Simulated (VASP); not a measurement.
Wanted: the native input for a VASP 6.6.1 run.

```yaml
Task: single point
Functional: PBE
Potentials_or_basis: VASP PAW PBE potentials, release 64 (Mg, Se)
Cutoff: 600 eV
k_mesh: 4 × 4 × 4
Occupations: gaussian, width 0.2 eV
Spin: no spin polarisation
Dipole_correction: no
Further_INCAR_settings: ALGO = Normal; EDIFF = 1e-06; NBANDS = 15
```

The structure of Mg4Se lies in POSCAR:

```
Mg4Se
1.0
   -3.2084502431      3.2084502431      3.2084502431
    3.2084502431     -3.2084502431      3.2084502431
    3.2084502431      3.2084502431     -3.2084502431
Mg Se
4 1
Direct
    0.0000000000      0.0000000000      0.5000000000
    0.5000000000      0.0000000000      0.0000000000
    0.5000000000      0.5000000000      0.5000000000
    0.0000000000      0.5000000000      0.0000000000
    0.0000000000      0.0000000000      0.0000000000
```

The cell was built from a structure type or drawn by symmetry, and may not be a known phase.

These files were run (other wordings do the same):

INCAR

```
PREC = Accurate ; ENCUT = 600
EDIFF = 1E-6 ; ISMEAR = 0
SIGMA = 0.2 ; LREAL = F
LASPH = T ; NELM = 120
ALGO = Normal ; ISIF = 2
LWAVE = F ; LCHARG = F
GGA = PE ; NBANDS = 15
GGA_COMPAT = F
```

KPOINTS

```
Automatic mesh
0
Gamma
  4 4 4
```

Potentials or basis: VASP PAW PBE potentials, release 64 (Mg, Se).

Command:

```bash
$ cat potpaw_PBE.64/Mg/POTCAR potpaw_PBE.64/Se/POTCAR > POTCAR
$ mpirun -np 1 vasp_std > vasp.out
```

It gave:

```
Pressure               : 0.0 GPa
Band gap on the k mesh : zero (bands 7 and 8 overlap by 1.06 eV)
```

It took 33 s on 1 thread of Intel(R) Xeon(R) Platinum 8488C (Sapphire Rapids), on a shared host, peak memory 0.31 GiB.
